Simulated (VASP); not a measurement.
# Al8As8H in VASP: single point with PBE+D3(BJ)

Aim: the single point of Al8As8H with PBE+D3(BJ).

Program: VASP 6.6.1. These are calculated values, not measurements. Logs are shortened: lines on timing, memory, paths and dates and some standing lists are left out, and cuts for length are marked.

## Step 1: The cell of the first run

The cell holds a slab with vacuum, 17 atoms: a = 8.010 Å, b = 5.664 Å, c = 25.008 Å, α = 90.00°, β = 90.00°, γ = 90.00°.

## Step 2: Single point, PBE+D3(BJ), collinear spin

Input file INCAR:

```
ALGO = Normal
DIPOL = 0.5 0.5 0.469
EDIFF = 1E-6
ENCUT = 400
GGA = PE
GGA_COMPAT = False
IDIPOL = 3
ISIF = 2
ISMEAR = 0
ISPIN = 2
IVDW = 12
LASPH = True
LCHARG = True
LDIPOL = True
LELF = True
LORBIT = 11
LREAL = False
LVACPOTAV = True
LVHAR = True
LWAVE = False
MAGMOM = 0 0 0 0 0 0 0 0 0 0 0 0 0 0 0 0 1
NBANDS = 50
NELM = 200
NELMDL = -8
PREC = Accurate
SIGMA = 0.05
```

Input file KPOINTS:

```
k-points
0
Gamma
  4 5 1
```

Input file POSCAR:

```
Al8As8H
1.0
    8.0103882425      0.0000000000      0.0000000000
    0.0000000000      5.6641998462      0.0000000000
    0.0000000000      0.0000000000     25.0077911819
Al As H
8 8 1
Direct
    0.2500000000      0.5000000000      0.3398940730
    0.7500000000      0.5000000000      0.3398940730
    0.5000000000      0.0000000000      0.4199729990
    0.0000000000      0.0000000000      0.4199729990
    0.7500000000      0.4942561248      0.4996251211
    0.2500000000      0.5192757642      0.5041302666
    0.0277301762     -0.0756133647      0.5599709250
    0.4722698238     -0.0756133647      0.5599709250
    0.5000000000      0.2500000000      0.3398940730
    0.0000000000      0.2500000000      0.3398940730
    0.7500000000      0.7500000000      0.4199729990
    0.2500000000      0.7500000000      0.4199729990
    0.0049300721      0.2545354812      0.5012037670
    0.4950699279      0.2545354812      0.5012037670
    0.2500000000      0.6954311399      0.5968727973
    0.7500000000      0.7661961642      0.5791457456
    0.7500000000      0.5862203277      0.6242193326
```

Potentials or basis: VASP PAW PBE potentials, release 64 (Al, As, H).

Started as:

```
$ cat potpaw_PBE.64/Al/POTCAR potpaw_PBE.64/As/POTCAR potpaw_PBE.64/H/POTCAR > POTCAR
$ mpirun -np 1 vasp_std > vasp.out
```

OUTCAR:

```text
EDIFF = 1E-6
   ENCUT = 400
   GGA = PE
   ISIF = 2
   ISMEAR = 0
   ISPIN = 2
   IVDW = 12
   LASPH = True
   LORBIT = 11
   LREAL = False
   NELM = 200
   NELMDL = -8
   PREC = Accurate
 IVDW          = 12

 ion  position               nearest neighbor table
   1  0.250  0.500  0.340-  12 2.45  10 2.45   9 2.45
   2  0.750  0.500  0.340-  11 2.45  10 2.45   9 2.45
   3  0.500  0.000  0.420-   9 2.45  11 2.45  12 2.45  14 2.49
   4  0.000  0.000  0.420-  10 2.45  11 2.45  12 2.45  13 2.49
   5  0.750  0.494  0.500-  13 2.45  14 2.45  11 2.46  16 2.52
   6  0.250  0.519  0.504-  13 2.47  14 2.47  12 2.48  15 2.52   7 3.22   8 3.22
   7  0.028  0.924  0.560-  13 2.39  15 2.39  16 2.45   6 3.22
   8  0.472  0.924  0.560-  14 2.39  15 2.39  16 2.45   6 3.22
   9  0.500  0.250  0.340-   3 2.45   2 2.45   1 2.45
  10  0.000  0.250  0.340-   4 2.45   2 2.45   1 2.45
  11  0.750  0.750  0.420-   2 2.45   3 2.45   4 2.45   5 2.46
  12  0.250  0.750  0.420-   1 2.45   3 2.45   4 2.45   6 2.48
  13  0.005  0.255  0.501-   7 2.39   5 2.45   6 2.47   4 2.49
  14  0.495  0.255  0.501-   8 2.39   5 2.45   6 2.47   3 2.49
  15  0.250  0.695  0.597-   7 2.39   8 2.39   6 2.52
  16  0.750  0.766  0.579-  17 1.52   8 2.45   7 2.45   5 2.52
  17  0.750  0.586  0.624-  16 1.52

  LATTYP: Found a simple orthorhombic cell.
 ALAT       =     5.6641998462
 B/A-ratio  =     1.4142135624
 C/A-ratio  =     4.4150615905

  Lattice vectors:

 A1 = (   0.0000000000,  -5.6641998462,   0.0000000000)
 A2 = (   8.0103882425,   0.0000000000,   0.0000000000)
 A3 = (   0.0000000000,   0.0000000000,  25.0077911819)

Analysis of symmetry for initial positions (statically):
=====================================================================
 Subroutine PRICEL returns:
 Original cell was already a primitive cell.

 Routine SETGRP: Setting up the symmetry group for a
 simple orthorhombic supercell.

 Subroutine GETGRP returns: Found  2 space group operations
 (whereof  1 operations were pure point group operations)
 out of a pool of  8 trial point group operations.

The static configuration has the point symmetry C_1 .
 The point group associated with its full space group is C_1h.

Analysis of symmetry for dynamics (positions and initial velocities):
=====================================================================
 Subroutine PRICEL returns:
 Original cell was already a primitive cell.

 Routine SETGRP: Setting up the symmetry group for a
 simple orthorhombic supercell.

 Subroutine GETGRP returns: Found  2 space group operations
 (whereof  1 operations were pure point group operations)
 out of a pool of  8 trial point group operations.

The dynamic configuration has the point symmetry C_1 .
 The point group associated with its full space group is C_1h.

Analysis of structural, dynamic, and magnetic symmetry:
=====================================================================
 Subroutine PRICEL returns:
 Original cell was already a primitive cell.

 Routine SETGRP: Setting up the symmetry group for a
 simple orthorhombic supercell.

 Subroutine GETGRP returns: Found  2 space group operations
 (whereof  1 operations were pure point group operations)
 out of a pool of  8 trial point group operations.

The overall configuration has the point symmetry C_1 .
 The point group associated with its full space group is C_1h.

 Subroutine INISYM returns: Found  2 space group operations
 (whereof  1 operations are pure point group operations),
 and found     1 'primitive' translations

----------------------------------------------------------------------------------------

                                     Primitive cell

  volume of cell :    1134.6645

  direct lattice vectors                    reciprocal lattice vectors
     8.010388242  0.000000000  0.000000000     0.124837894  0.000000000  0.000000000
     0.000000000  5.664199846  0.000000000     0.000000000  0.176547443  0.000000000
     0.000000000  0.000000000 25.007791182     0.000000000  0.000000000  0.039987538

  length of vectors
     8.010388242  5.664199846 25.007791182     0.124837894  0.176547443  0.039987538

  position of ions in fractional coordinates (direct lattice)
     0.250000000  0.500000000  0.339894073
     0.750000000  0.500000000  0.339894073
     0.500000000  0.000000000  0.419972999
     0.000000000  0.000000000  0.419972999
     0.750000000  0.494256125  0.499625121
     0.250000000  0.519275764  0.504130267
[... 9 lines left out ...]
     0.750000000  0.766196164  0.579145746
     0.750000000  0.586220328  0.624219333

  ion indices of the primitive-cell ions
   primitive index   ion index
                 1           1
[... 34 lines left out ...]

  Shift w.r.t. Gamma in fractional coordinates (k-lattice)
     0.000000000  0.000000000  0.000000000

 Subroutine IBZKPT returns following result:
 ===========================================

 Found      9 irreducible k-points:

 Following reciprocal coordinates:
            Coordinates               Weight
  0.000000  0.000000  0.000000      1.000000
  0.250000  0.000000  0.000000      2.000000
  0.500000  0.000000  0.000000      1.000000
  0.000000  0.200000  0.000000      2.000000
  0.250000  0.200000  0.000000      4.000000
  0.500000  0.200000  0.000000      2.000000
  0.000000  0.400000  0.000000      2.000000
  0.250000  0.400000  0.000000      4.000000
  0.500000  0.400000  0.000000      2.000000
   k-points           NKPTS =      9   k-points in BZ     NKDIM =      9   number of bands    NBANDS=     50
   number of dos      NEDOS =    301   number of ions     NIONS =     17
   total plane-waves  NPLWV = 362880
   dimension x,y,z NGX =    54 NGY =   40 NGZ =  168
   dimension x,y,z NGXF=   108 NGYF=   80 NGZF=  336
   ions per type =               8   8   1
   NGX,Y,Z   is equivalent  to a cutoff of  11.21, 11.74, 11.17 a.u.
   NGXF,Y,Z  is equivalent  to a cutoff of  22.41, 23.48, 22.34 a.u.
 SYSTEM =  unknown system
   PREC   = accura    normal or accurate (medium, high low for compatibility)
   ISTART =      0    job   : 0-new  1-cont  2-samecut
   ICHARG =      2    charge: 1-file 2-atom 10-const
   ISPIN  =      2    spin polarized calculation?
   LNONCOLLINEAR =      F non collinear calculations
   LSORBIT =      F    spin-orbit coupling
   LASPH  =      T    aspherical Exc in radial PAW
   ENCUT  =  400.0 eV  29.40 Ry    5.42 a.u.  13.06  9.24 40.78*2*pi/ulx,y,z
   NELM   =    200;   NELMIN=  2; NELMDL= -8     # of ELM steps
   EDIFF  = 0.1E-05   stopping-criterion for ELM
   LREAL  =      F    real-space projection
   EDIFFG = 0.1E-04   stopping-criterion for IOM
   NSW    =      0    number of steps for IOM
   IBRION =     -1    ionic relax: 0-MD 1-quasi-New 2-CG
   NFREE  =      0    steps in history (QN), initial steepest desc. (CG)
   ISIF   =      2    stress and relaxation
   ISYM   =      2    0-nonsym 1-usesym 2-fastsym
   POTIM  = 0.5000    time-step for ionic-motion
   TEBEG  =    0.0;   TEEND  =   0.0 temperature during run
   PSTRESS=    0.0 pullay stress
   NELECT =      65.0000    total number of electrons
   NUPDOWN=      -1.0000    fix difference up-down
   EMIN   =  10.00;   EMAX   =-10.00  energy-range for DOS
   EFERMI =   0.00;   METHOD = LEGACY
   ISMEAR =     0;   SIGMA  =   0.05  broadening in eV -4-tet -1-fermi 0-gaus
   EFERMI_NEDOS =   21; number of points for ismear=-14 and -15
   IALGO  =     38    algorithm
   IMIX   =      4    mixing-type and parameters
     AMIX     =   0.40;   BMIX     =  1.00
     AMIX_MAG =   1.60;   BMIX_MAG =  1.00
  volume/ion in A,a.u.               =      66.74       450.42
  Fermi-wavevector in a.u.,A,eV,Ry     =   0.631088  1.192584  5.418826  0.398272
  Thomas-Fermi vector in A             =   1.693944
   LORBIT       =     11    0 simple, 1 ext, 2 COOP (PROOUT), +10 PAW based schemes
   GGA     = PE    functional components
   LHFCALC =     F    Hartree Fock is set to
   AEXX    =    0.0000 exact exchange contribution
   IVDW    =    12    specifies the selected vdW correction
   LEPSILON=     F    determine dielectric tensor
   LRPA    =     F    only Hartree local field effects (RPA)
 spin polarized calculation
 Gauss-broadening in eV      SIGMA  =   0.05
  energy-cutoff  :      400.00
  volume of cell :     1134.66
 maximum number of plane-waves:     20645
 NGX is ok and might be reduce to    54
   NGX = 27   NGY = 19   NGZ = 81

 number of electron      64.9999999 magnetization       0.5865363

 dipolmoment           0.000000      0.000000     -0.201593 electrons x Angstroem

 Free energy of the ion-electron system (eV)
  ---------------------------------------------------
  ext. energy  EPLUGINS =         0.00000000
  ---------------------------------------------------
  free energy    TOTEN  =       -72.15009780 eV

  energy without entropy =      -72.14316365  energy(sigma->0) =      -72.14663072

 E-fermi :  -0.9246     XC(G=0):  -3.5401

 val. band max:       -0.9647644922   @ k =   0.0000   0.0000   0.0000
 cond. band min:      -0.9208814822   @ k =   0.2500   0.4000   0.0000
 fundamental gap:      0.0438830100
 Fermi energy:        -0.9246158929

 spin component 1

 k-point     1 :       0.0000    0.0000    0.0000
  band No.  band energies     occupation
      1     -13.9761      1.00000
      2     -13.2543      1.00000
      3     -12.6966      1.00000
      4     -12.5860      1.00000
      5     -12.3177      1.00000
      6     -12.2094      1.00000
[... 412 lines left out ...]
     43       1.9528      0.00000
     44       2.0222      0.00000
 Fermi energy:        -0.9246158929

 spin component 2

 k-point     1 :       0.0000    0.0000    0.0000
  band No.  band energies     occupation
      1     -13.9648      1.00000
      2     -13.2472      1.00000
      3     -12.6870      1.00000
      4     -12.5805      1.00000
      5     -12.3108      1.00000
      6     -12.2017      1.00000
[... 412 lines left out ...]
     43       2.0200      0.00000
     44       2.0873      0.00000
 [bands above 44 left out]

------------------------ aborting loop because EDIFF is reached ----------------------------------------

 Edisp (eV)   -3.67954

 E8    (eV) :    -1.6612

  FORCE on cell =-STRESS in cart. coord.  units (eV):
  Direction    XX          YY          ZZ          XY          YZ          ZX
  --------------------------------------------------------------------------------------
  -------------------------------------------------------------------------------------
  Total      -1.06714    -3.05435     0.53943     0.00000     3.19067     0.00000
  in kB      -1.50683    -4.31282     0.76169     0.00000     4.50531     0.00000
  external pressure =       -1.69 kB  Pullay stress =        0.00 kB

 VOLUME and BASIS-vectors are now :
 -----------------------------------------------------------------------------
  energy-cutoff  :      400.00
  volume of cell :     1134.66
      direct lattice vectors                 reciprocal lattice vectors
     8.010388242  0.000000000  0.000000000     0.124837894  0.000000000  0.000000000
     0.000000000  5.664199846  0.000000000     0.000000000  0.176547443  0.000000000
     0.000000000  0.000000000 25.007791182     0.000000000  0.000000000  0.039987538

 POSITION                                       TOTAL-FORCE (eV/Angst)
 -----------------------------------------------------------------------------------
      2.00260      2.83210      8.50000         0.000000     -0.959128      0.838599
      6.00779      2.83210      8.50000         0.000000     -1.087568      0.953704
      4.00519      0.00000     10.50260        -0.071896      0.416204     -0.034147
      0.00000      0.00000     10.50260         0.071896      0.416204     -0.034147
      6.00779      2.79957     12.49452         0.000000     -0.004811      0.006651
      2.00260      2.94128     12.60718         0.000000     -0.001666     -0.000660
[... 9 lines left out ...]
      6.00779      4.33989     14.48316         0.000000      0.056280     -0.051902
      6.00779      3.32047     15.61035         0.000000     -0.059441      0.066205
 -----------------------------------------------------------------------------------
    total drift:                               -0.000000      0.000566      0.000149

  FREE ENERGIE OF THE ION-ELECTRON SYSTEM (eV)
  ---------------------------------------------------
  free  energy   TOTEN  =       -75.8296364746 eV

  energy  without entropy=      -75.8227023203  energy(sigma->0) =      -75.82616940

 vacuum level on the upper side and lower side of the slab         2.469         3.273

 total charge

# of ion       s       p       d       tot
------------------------------------------
    1        0.445   0.311   0.000   0.756
    2        0.445   0.308   0.000   0.753
    3        0.409   0.358   0.000   0.766
    4        0.409   0.358   0.000   0.766
    5        0.404   0.361   0.000   0.765
    6        0.398   0.358   0.000   0.756
[... 9 lines left out ...]
   16        1.195   1.664   0.041   2.900
   17        0.528   0.017   0.000   0.545
--------------------------------------------------
tot         13.616  15.731   0.222  29.568

 magnetization (x)

# of ion       s       p       d       tot
------------------------------------------
    1        0.023   0.027   0.000   0.050
    2        0.015   0.016   0.000   0.031
    3        0.002  -0.000   0.000   0.002
    4        0.002  -0.000   0.000   0.002
    5        0.002   0.003   0.000   0.005
    6        0.002   0.004   0.000   0.006
[... 9 lines left out ...]
   16        0.000  -0.001   0.001   0.001
   17        0.001   0.000   0.000   0.001
--------------------------------------------------
tot          0.063   0.055   0.009   0.127
```

It took 47 min on 1 thread of Intel Xeon Platinum 8259CL at 2.50GHz (Skylake/Cascade Lake), shared host; peak memory 1.3 GiB.

Results:

```yaml
Free_energy: -75.8296 eV
Largest_force: 1.446 eV/Å
Net_moment: 0.59 μB per cell
Site_moments: Al +0.05, +0.03, +0.00, +0.01 (each value once); As -0.00, +0.00, +0.01 (each value once); H +0.00 μB
Valence_electrons_inside_the_program's_atomic_spheres: Al 0.76, 0.75, 0.77, 0.78 (each value once); As 2.82, 2.89, 2.88, 2.90 (each value once); H 0.55
Dispersion_energy_per_atom: -0.216 eV
```

Forces on the atoms (eV/Å):
```
Al   0.000 -0.959  0.839
Al   0.000 -1.088  0.954
Al  -0.072  0.416 -0.034
Al   0.072  0.416 -0.034
Al   0.000 -0.005  0.007
Al   0.000 -0.002 -0.001
Al  -0.009  0.001  0.003
Al   0.009  0.001  0.003
As   0.028  0.196 -0.987
As  -0.028  0.196 -0.987
As   0.000  0.393  0.058
As   0.000  0.433  0.147
As   0.000  0.012 -0.008
As   0.000  0.012 -0.008
As   0.000 -0.018  0.034
As   0.000  0.056 -0.052
H    0.000 -0.059  0.066
```

Levels at points of the mesh, in eV from the Fermi level:
Spin up:
```
           k point  band 30  band 31  band 32  band 33  band 34  band 35  band 36  band 37
(0.00, 0.00, 0.00)    -1.13    -1.06    -1.02    -0.33    -0.27    -0.04     0.32     0.95
(0.50, 0.00, 0.00)    -2.26    -1.08    -1.07     0.20     0.22     0.36     0.52     1.50
```
Spin down:
| k point | band 30 | band 31 | band 32 | band 33 | band 34 | band 35 |
| --- | --- | --- | --- | --- | --- | --- |
| (0.00, 0.00, 0.00) | -1.12 | -1.03 | -1.00 | -0.22 | -0.08 | 0.30 |
| (0.50, 0.00, 0.00) | -2.23 | -1.07 | -1.05 | 0.36 | 0.56 | 0.58 |
